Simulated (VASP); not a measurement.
The system is HfO2.

```xyz
3
Lattice="0.0000 2.5292 2.5292 2.5292 0.0000 2.5292 2.5292 2.5292 0.0000" Properties=species:S:1:pos:R:3 pbc="T T T"
Hf    0.0000    0.0000    0.0000
O     1.2646    1.2646    1.2646
O     3.7938    3.7938    3.7938
```

Base run:

- Program: VASP 6.6.1
- Functional: r2SCAN
- Potentials or basis: VASP PAW PBE potentials, release 64 (Hf_pv, O)
- Cutoff: 520 eV
- k mesh: 8 × 8 × 8
- Occupations: gaussian, width 0.01 eV
- Spin: no spin polarisation

Its results: band gap on the k mesh 4.32 eV, direct; pressure -3.9 GPa.

Question: The run is repeated on the same cell with these changes: functional from r2SCAN to PBE; further incar settings from ALGO = Normal; EDIFF = 1e-06; NBANDS = 18 to ALGO = Normal; EDIFF = 1e-07; NBANDS = 18. What comes out?

Answer: Band gap on the k mesh 3.82 eV, direct; pressure 2.1 GPa.

Caveats: spin-orbit coupling is left out, which moves the levels of the heavy elements; the PAW data sets were made with another functional, which shifts forces and pressure a little (some runs).

A k mesh can miss the band edges.
